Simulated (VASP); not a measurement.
Set up this calculation in VASP 6.6.1, as the native input.

```yaml
Task: relaxation of cell and atoms
Functional: PBE
Potentials_or_basis: VASP PAW PBE potentials, release 64 (Ga_d, Ge_d, O)
Cutoff: 600 eV
k_mesh: 12 × 12 × 2
Occupations: gaussian, width 0.1 eV
Spin: no spin polarisation
Dipole_correction: no
Further_INCAR_settings: ALGO = Normal; EDIFF = 1e-07; IBRION = 2; EDIFFG = -0.01; NSW = 100; ISIF = 3
```

The structure of Ga2Ge2O3 lies in POSCAR:

```
Ga2Ge2O3
1.0
    3.0140685629      0.0000000000      0.0000000000
   -1.5070342815      2.6102599442      0.0000000000
    0.0000000000      0.0000000000     14.7129922870
Ga Ge O
2 2 3
Direct
    0.3333333333      0.6666666667      0.0962809217
    0.6666666667      0.3333333333      0.9037190783
    0.6666666667      0.3333333333      0.4234720488
    0.3333333333      0.6666666667      0.5765279512
    0.6666666667      0.3333333333      0.1475219027
    0.3333333333      0.6666666667      0.8524780973
    0.0000000000      0.0000000000      0.0000000000
```

The input as run:

INCAR

```
SYSTEM = Ga2Ge2O3
ALGO = Normal ; EDIFF = 1E-7
EDIFFG = -0.01 ; ENCUT = 600
GGA = PE ; IBRION = 2
ISIF = 3 ; ISMEAR = 0
LASPH = .True. ; LCHARG = .False.
LREAL = .False. ; LWAVE = .False.
NELM = 100 ; NSW = 100
PREC = Accurate ; SIGMA = 0.1
```

KPOINTS

```
k-points
0
Gamma
  12 12 2
  0 0 0
```

Potentials or basis: VASP PAW PBE potentials, release 64 (Ga_d, Ge_d, O).

Run with:

```bash
$ cat potpaw_PBE.64/Ga_d/POTCAR potpaw_PBE.64/Ge_d/POTCAR potpaw_PBE.64/O/POTCAR > POTCAR
$ mpirun -np 1 vasp_std > vasp.out
```

It gave:

```yaml
Relaxed_volume: 16.01 Å³/atom
Relaxed_cell: a = 3.017 Å, b = 3.017 Å, c = 14.212 Å, α = 90.00°, β = 90.00°, γ = 120.00°
Space_group_after_relaxing_to_0.1_Å: P-3m1 (No. 164)
Energy_gained_by_relaxing: 0.4 meV/atom
Ionic_steps: 27
Pressure_after_relaxing: 0.0 GPa
Largest_force_after_relaxing: 0.007 eV/Å
Band_gap_on_the_k_mesh: zero (bands 36 and 37 overlap by 3.11 eV)
```

Wall time 58 min on 1 thread of Intel(R) Xeon(R) Platinum 8488C (Sapphire Rapids), on a shared host, peak memory 0.4 GiB.
